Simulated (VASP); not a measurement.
# Ni (Fm-3m) in VASP: notebook

The runs below take Ni through single point, relaxation of cell and atoms, with PBE.

Program: VASP 6.6.1. These are calculated values, not measurements. Logs are shortened: lines on timing, memory, paths and dates and some standing lists are left out, and cuts for length are marked.

### 1 The cell of the first run

The structure is cubic, space group Fm-3m (No. 225). The conventional cell has a = 3.536 Å, b = 3.536 Å, c = 3.536 Å, α = 90.00°, β = 90.00°, γ = 90.00°. Ni (site symmetry m-3m) has 12 Ni at 2.50 Å within 3.3 Å.

### 2 Single point, PBE, collinear spin, ferromagnetic start

File INCAR:

```
SYSTEM = Ni
PREC = Accurate
ENCUT = 520
EDIFF = 1E-6
ISMEAR = 0
SIGMA = 0.1
LREAL = .False.
LASPH = .True.
NELM = 150
ALGO = Normal
ISIF = 2
LWAVE = .False.
LCHARG = .False.
ISPIN = 2
MAGMOM = 2
LORBIT = 11
LMAXMIX = 4
GGA = PE
NBANDS = 15
```

File KPOINTS:

```
regular mesh
0
Gamma
  8 8 8
  0 0 0
```

File POSCAR:

```
Ni
1.0
    0.0000000000      1.7679500000      1.7679500000
    1.7679500000      0.0000000000      1.7679500000
    1.7679500000      1.7679500000      0.0000000000
Ni
1
Direct
    0.0000000000      0.0000000000      0.0000000000
```

Potentials or basis: VASP PAW PBE potentials, release 64 (Ni).

Launch:

```sh
$ cat potpaw_PBE.64/Ni/POTCAR > POTCAR
$ mpirun -np 1 vasp_std > vasp.out
```

OUTCAR:

```text
SYSTEM = Ni
   PREC = Accurate
   ENCUT = 520
   EDIFF = 1E-6
   ISMEAR = 0
   LREAL = .False.
   LASPH = .True.
   NELM = 150
   ISIF = 2
   ISPIN = 2
   LORBIT = 11
   GGA = PE

 ion  position               nearest neighbor table
   1  0.000  0.000  0.000-

  LATTYP: Found a face centered cubic cell.
 ALAT       =     3.5359000000

  Lattice vectors:

 A1 = (   0.0000000000,   1.7679500000,   1.7679500000)
 A2 = (   1.7679500000,   0.0000000000,   1.7679500000)
 A3 = (   1.7679500000,   1.7679500000,   0.0000000000)

Analysis of symmetry for initial positions (statically):
=====================================================================
 Subroutine PRICEL returns:
 Original cell was already a primitive cell.

 Routine SETGRP: Setting up the symmetry group for a
 face centered cubic supercell.

 Subroutine GETGRP returns: Found 48 space group operations
 (whereof 48 operations were pure point group operations)
 out of a pool of 48 trial point group operations.

The static configuration has the point symmetry O_h .

Analysis of symmetry for dynamics (positions and initial velocities):
=====================================================================
 Subroutine PRICEL returns:
 Original cell was already a primitive cell.

 Routine SETGRP: Setting up the symmetry group for a
 face centered cubic supercell.

 Subroutine GETGRP returns: Found 48 space group operations
 (whereof 48 operations were pure point group operations)
 out of a pool of 48 trial point group operations.

The dynamic configuration has the point symmetry O_h .

Analysis of structural, dynamic, and magnetic symmetry:
=====================================================================
 Subroutine PRICEL returns:
 Original cell was already a primitive cell.

 Routine SETGRP: Setting up the symmetry group for a
 face centered cubic supercell.

 Subroutine GETGRP returns: Found 48 space group operations
 (whereof 48 operations were pure point group operations)
 out of a pool of 48 trial point group operations.

The overall configuration has the point symmetry O_h .

 Subroutine INISYM returns: Found 48 space group operations
 (whereof 48 operations are pure point group operations),
 and found     1 'primitive' translations

----------------------------------------------------------------------------------------

                                     Primitive cell

  volume of cell :      11.0520

  direct lattice vectors                    reciprocal lattice vectors
     0.000000000  1.767950000  1.767950000    -0.282813428  0.282813428  0.282813428
     1.767950000  0.000000000  1.767950000     0.282813428 -0.282813428  0.282813428
[... 117 lines left out ...]
  volume of cell :       11.05
 maximum number of plane-waves:       307
   NGX =  9   NGY =  9   NGZ =  9

 number of electron      10.0000010 magnetization       0.6972819

 Free energy of the ion-electron system (eV)
  ---------------------------------------------------
  ext. energy  EPLUGINS =         0.00000000
  ---------------------------------------------------
  free energy    TOTEN  =        -5.47309102 eV

  energy without entropy =       -5.46308915  energy(sigma->0) =       -5.46809009

 E-fermi :   9.1505     XC(G=0): -13.1662

 val. band max:        9.1150067617   @ k =   0.3750   0.3750   0.0000
 cond. band min:       9.1537662942   @ k =   0.5000   0.3750   0.1250
 fundamental gap:      0.0387595324
 Fermi energy:         9.1505002303

 spin component 1

 k-point     1 :       0.0000    0.0000    0.0000
  band No.  band energies     occupation
      1       0.2463      1.00000
      2       6.7027      1.00000
      3       6.7027      1.00000
      4       6.7027      1.00000
      5       7.8516      1.00000
      6       7.8516      1.00000
      7      32.7418      0.00000
      8      36.4754      0.00000
      9      36.4754      0.00000
     10      36.4754      0.00000
     11      39.3524      0.00000
     12      39.3524      0.00000
     13      39.3524      0.00000
     14      42.3776      0.00000
[... 403 lines left out ...]
      4       7.3330      1.00000
      5       8.3974      1.00000
      6      12.4427      0.00000
      7      15.0993      0.00000
      8      24.9774      0.00000
      9      25.8117      0.00000
     10      34.6285      0.00000
     11      38.7271      0.00000
     12      46.0638      0.00000
     13      48.3951      0.00000
     14      49.0879      0.00000
     15      50.5578      0.00000

 [... further k-points ...]

 spin component 2

 k-point     1 :       0.0000    0.0000    0.0000
  band No.  band energies     occupation
      1       0.2253      1.00000
      2       7.5246      1.00000
      3       7.5246      1.00000
      4       7.5246      1.00000
      5       8.5062      1.00000
      6       8.5062      1.00000
      7      32.5857      0.00000
      8      36.4732      0.00000
      9      36.4732      0.00000
     10      36.4732      0.00000
     11      39.4781      0.00000
     12      39.4781      0.00000
     13      39.4781      0.00000
     14      42.2520      0.00000
[... 403 lines left out ...]
      4       8.0094      1.00000
      5       9.2536      0.07241
      6      12.7292      0.00000
      7      15.4760      0.00000
      8      25.0640      0.00000
      9      25.9382      0.00000
     10      34.6430      0.00000
     11      38.7801      0.00000
     12      46.0387      0.00000
     13      48.4726      0.00000
     14      49.2092      0.00000
     15      50.8328      0.00000

 [... further k-points ...]
[... 5 lines left out ...]
  --------------------------------------------------------------------------------------
  -------------------------------------------------------------------------------------
  Total       -0.1702614     -0.1702614     -0.1702614     -0.0000000     -0.0000000      0.0000000
  in kB      -24.6823758    -24.6823758    -24.6823758     -0.0000000     -0.0000000      0.0000000
  external PRESSURE =     -24.6823758 kB  Pullay stress =       0.0000000 kB

 VOLUME and BASIS-vectors are now :
 -----------------------------------------------------------------------------
  energy-cutoff  :      520.00
  volume of cell :       11.05
      direct lattice vectors                 reciprocal lattice vectors
     0.000000000  1.767950000  1.767950000    -0.282813428  0.282813428  0.282813428
     1.767950000  0.000000000  1.767950000     0.282813428 -0.282813428  0.282813428
     1.767950000  1.767950000  0.000000000     0.282813428  0.282813428 -0.282813428

 POSITION                                       TOTAL-FORCE (eV/Angst)
 -----------------------------------------------------------------------------------
      0.00000      0.00000      0.00000         0.000000      0.000000      0.000000
 -----------------------------------------------------------------------------------
    total drift:                                0.000000      0.000000      0.000000

  FREE ENERGIE OF THE ION-ELECTRON SYSTEM (eV)
  ---------------------------------------------------
  free  energy   TOTEN  =        -5.4730910199 eV

  energy  without entropy=       -5.4630891532  energy(sigma->0) =       -5.46809009

 total charge

# of ion       s       p       d       tot
------------------------------------------
    1        0.492   0.489   8.299   9.280

 magnetization (x)

# of ion       s       p       d       tot
------------------------------------------
    1       -0.004  -0.022   0.737   0.711
```

OSZICAR:

```text
N       E                     dE             d eps       ncg     rms          rms(c)
DAV:   1     0.339232425642E+02    0.33923E+02   -0.44346E+03  1844   0.910E+02
DAV:   2    -0.489101719644E+01   -0.38814E+02   -0.35875E+02  2041   0.163E+02
DAV:   3    -0.630068227312E+01   -0.14097E+01   -0.13939E+01  2034   0.310E+01
DAV:   4    -0.630884205561E+01   -0.81598E-02   -0.81571E-02  2210   0.221E+00
DAV:   5    -0.630895170404E+01   -0.10965E-03   -0.10965E-03  2060   0.231E-01    0.109E+01
DAV:   6    -0.586549800189E+01    0.44345E+00   -0.13072E+01  2482   0.421E+01    0.659E+00
DAV:   7    -0.548875739652E+01    0.37674E+00   -0.26077E+00  2293   0.162E+01    0.177E+00
DAV:   8    -0.547724568404E+01    0.11512E-01   -0.23213E-02  2051   0.924E-01    0.101E+00
DAV:   9    -0.547425528596E+01    0.29904E-02   -0.14827E-03  2697   0.240E-01    0.362E-01
DAV:  10    -0.547308709021E+01    0.11682E-02   -0.20254E-03  2510   0.278E-01    0.415E-02
DAV:  11    -0.547309172965E+01   -0.46394E-05   -0.16062E-05  1993   0.356E-02    0.244E-02
DAV:  12    -0.547309101988E+01    0.70977E-06   -0.42773E-06  2117   0.118E-02
   1 F= -.54730910E+01 E0= -.54680901E+01  d E =-.100019E-01  mag=     0.6992
```

stdout:

```text
POSCAR found type information on POSCAR Ni
 POSCAR found :  1 types and       1 ions
 scaLAPACK will be used
 LDA part: xc-table for (Slater+PW92), standard interpolation
 POSCAR, INCAR and KPOINTS ok, starting setup
 FFT: planning ... GRIDC
 FFT: planning ... GRID_SOFT
 FFT: planning ... GRID
 WAVECAR not read
 entering main loop
```

Run time: 5.4 s. Hardware: 1 thread of Intel Xeon 6975P-C (Granite Rapids), shared host; peak memory 0.13 GiB.

What came out:

```
Free energy                                           : -5.4731 eV
Pressure                                              : -2.5 GPa
Net moment                                            : 0.70 μB per cell
Site moments                                          : Ni +0.71 μB
Valence electrons inside the program's atomic spheres : Ni 9.28
```

Levels at points of the mesh, in eV from the Fermi level:
Spin up:
```csv
k point,band 1,band 2,band 3,band 4,band 5,band 6,band 7,band 8,band 9,band 10
"(0.00, 0.00, 0.00)",-8.90,-2.45,-2.45,-2.45,-1.30,-1.30,23.59,27.32,27.32,27.32
"(0.50, 0.00, 0.00)",-4.78,-2.43,-2.43,-0.67,-0.67,-0.26,5.52,22.09,24.39,24.39
"(0.50, 0.50, 0.00)",-4.59,-4.16,-0.61,-0.54,-0.54,2.43,9.06,14.67,14.67,19.51
```
Spin down:
| k point | band 1 | band 2 | band 3 | band 4 | band 5 | band 6 | band 7 | band 8 |
| --- | --- | --- | --- | --- | --- | --- | --- | --- |
| (0.00, 0.00, 0.00) | -8.93 | -1.63 | -1.63 | -1.63 | -0.64 | -0.64 | 23.44 | 27.32 |
| (0.50, 0.00, 0.00) | -4.30 | -1.74 | -1.74 | -0.32 | 0.16 | 0.16 | 5.99 | 21.95 |
| (0.50, 0.50, 0.00) | -4.20 | -3.48 | 0.07 | 0.40 | 0.40 | 2.41 | 9.33 | 14.70 |

Caveat: the k points lie up to 0.38 Å⁻¹ apart.

### 3 Relaxation of cell and atoms, PBE

This run uses another cell than the first one, of 10.84 Å³/atom, 0.981 times its volume.

File INCAR:

```
ALGO     = Fast           # electronic algorithm
EDIFF    = 1E-7           # SCF threshold, eV
EDIFFG   = -0.01          # ionic threshold
ENCUT    = 600            # plane-wave cutoff, eV
GGA      = PE             # functional
IBRION   = 2              # ionic algorithm
ISIF     = 3              # what is computed and relaxed
ISMEAR   = 0              # smearing method
LASPH    = T              # aspherical terms in the spheres
LCHARG   = F              # write CHGCAR
LREAL    = F              # projectors in reciprocal space
LWAVE    = F              # write WAVECAR
NELM     = 60             # most SCF steps
NSW      = 100            # ionic steps
PREC     = Accurate       # precision mode
SIGMA    = 0.1            # smearing width, eV
```

File KPOINTS:

```
k-points
0
Gamma
  26 26 26
```

File POSCAR:

```
Ni
1.0
    0.0000000000      1.7567135992      1.7567135992
    1.7567135992      0.0000000000      1.7567135992
    1.7567135992      1.7567135992      0.0000000000
Ni
1
Direct
    0.5000000000      0.5000000000      0.5000000000
```

Potentials or basis: VASP PAW PBE potentials, release 64 (Ni).

Launch:

```sh
$ cat potpaw_PBE.64/Ni/POTCAR > POTCAR
$ mpirun -np 1 vasp_std > vasp.out
```

OUTCAR:

```text
EDIFF = 1E-7
   EDIFFG = -0.01
   ENCUT = 600
   GGA = PE
   IBRION = 2
   ISIF = 3
   ISMEAR = 0
   LASPH = T
   LREAL = F
   NELM = 60
   NSW = 100
   PREC = Accurate

 ion  position               nearest neighbor table
   1  0.500  0.500  0.500-

  LATTYP: Found a face centered cubic cell.
 ALAT       =     3.5134271984

  Lattice vectors:

 A1 = (   0.0000000000,   1.7567135992,   1.7567135992)
 A2 = (   1.7567135992,   0.0000000000,   1.7567135992)
 A3 = (   1.7567135992,   1.7567135992,   0.0000000000)

Analysis of symmetry for initial positions (statically):
=====================================================================
 Subroutine PRICEL returns:
 Original cell was already a primitive cell.

 Routine SETGRP: Setting up the symmetry group for a
 face centered cubic supercell.

[... 245 lines left out ...]

 E-fermi :   9.2660     XC(G=0): -13.2867

 val. band max:        9.2652376176   @ k =   0.4615   0.1154   0.0000
 cond. band min:       9.2662205845   @ k =   0.4231   0.2692   0.0000
 fundamental gap:      0.0009829670
 Fermi energy:         9.2660318121

 k-point     1 :       0.0000    0.0000    0.0000
  band No.  band energies     occupation
      1       0.3892      2.00000
      2       7.4062      2.00000
      3       7.4062      2.00000
      4       7.4062      2.00000
      5       8.5126      2.00000
      6       8.5126      2.00000
      7      33.1456      0.00000
      8      37.1234      0.00000
      9      37.1234      0.00000
[... 265 lines left out ...]
 k-point    24 :       0.3846    0.0385    0.0000
  band No.  band energies     occupation
      1       4.3881      2.00000
      2       7.4237      2.00000
      3       7.4828      2.00000
      4       7.5572      2.00000
      5       9.0664      1.99524
      6       9.0909      1.98675
      7      18.5421      0.00000
      8      31.8865      0.00000
      9      33.2740      0.00000

 [... further k-points ...]
[... 5 lines left out ...]
  --------------------------------------------------------------------------------------
  -------------------------------------------------------------------------------------
  Total       -0.0003966     -0.0003966     -0.0003966      0.0000000      0.0000000     -0.0000000
  in kB       -0.0587266     -0.0587266     -0.0587266      0.0000000      0.0000000     -0.0000000
  external PRESSURE =      -0.0587266 kB  Pullay stress =       0.0000000 kB
[... 16 lines left out ...]
  FREE ENERGIE OF THE ION-ELECTRON SYSTEM (eV)
  ---------------------------------------------------
  free  energy   TOTEN  =        -5.4223804757 eV

  energy  without entropy=       -5.4034236315  energy(sigma->0) =       -5.41290205

 reached required accuracy - stopping structural energy minimisation
```

OSZICAR:

```text
N       E                     dE             d eps       ncg     rms          rms(c)
DAV:   1     0.226327810217E+02    0.22633E+02   -0.59049E+03  9271   0.177E+03
[... 25 lines left out ...]
DAV:   1    -0.542306614888E+01   -0.71220E-03   -0.11035E-02 10190   0.179E+00    0.222E-01
RMM:   2    -0.542262211169E+01    0.44404E-03   -0.26527E-03  9198   0.893E-01    0.126E-01
RMM:   3    -0.542239655388E+01    0.22556E-03   -0.46557E-04  9198   0.415E-01    0.380E-02
RMM:   4    -0.542238288714E+01    0.13667E-04   -0.93482E-06  9249   0.373E-02    0.151E-02
RMM:   5    -0.542238002715E+01    0.28600E-05   -0.49971E-06  9377   0.409E-02    0.466E-03
RMM:   6    -0.542238051419E+01   -0.48704E-06   -0.87578E-07  9134   0.157E-02    0.141E-03
RMM:   7    -0.542238047568E+01    0.38513E-07   -0.14694E-07  6536   0.479E-03
   3 F= -.54223805E+01 E0= -.54129021E+01  d E =-.307611E-04
```

Wall time 74 s (1 thread of Intel Xeon Platinum 8375C at 2.90GHz (Ice Lake), shared host); peak memory 0.19 GiB.

Results:

```
Free energy                            : -5.4224 eV
Relaxed volume                         : 10.82 Å³/atom
Relaxed cell                           : a = 2.483 Å, b = 2.483 Å, c = 2.483 Å, α = 60.00°, β = 60.00°, γ = 60.00°
Space group after relaxing (to 0.05 Å) : Fm-3m (No. 225)
Energy gained by relaxing              : 0.0 meV/atom
Ionic steps                            : 3
Pressure after relaxing                : 0.0 GPa
Band gap on the k mesh                 : zero (band 5 reaches 9.44 eV, above the bottom of band 6 at 8.47 eV)
```

Final structure:
```
Ni
1.0
     0.00000    1.75542    1.75542
     1.75542    0.00000    1.75542
     1.75542    1.75542    0.00000
Ni
1
Direct
  0.50000 0.50000 0.50000
```

Levels at points of the mesh, in eV from the Fermi level:
| k point | band 2 | band 3 | band 4 | band 5 | band 6 | band 7 | band 8 | band 9 |
| --- | --- | --- | --- | --- | --- | --- | --- | --- |
| (0.00, 0.00, 0.00) | -1.86 | -1.86 | -1.86 | -0.75 | -0.75 | 23.88 | 27.86 | 27.86 |
| (0.50, 0.00, 0.00) | -1.91 | -1.91 | -0.14 | -0.01 | -0.01 | 6.11 | 22.37 | 25.01 |
| (0.50, 0.50, 0.00) | -3.71 | -0.03 | 0.17 | 0.17 | 2.62 | 9.59 | 15.07 | 15.07 |

Caveat: the run has no spin polarisation, though such a crystal can be magnetic. Spin polarisation is off, so any magnetic state and its effect on volume and gap are missing.
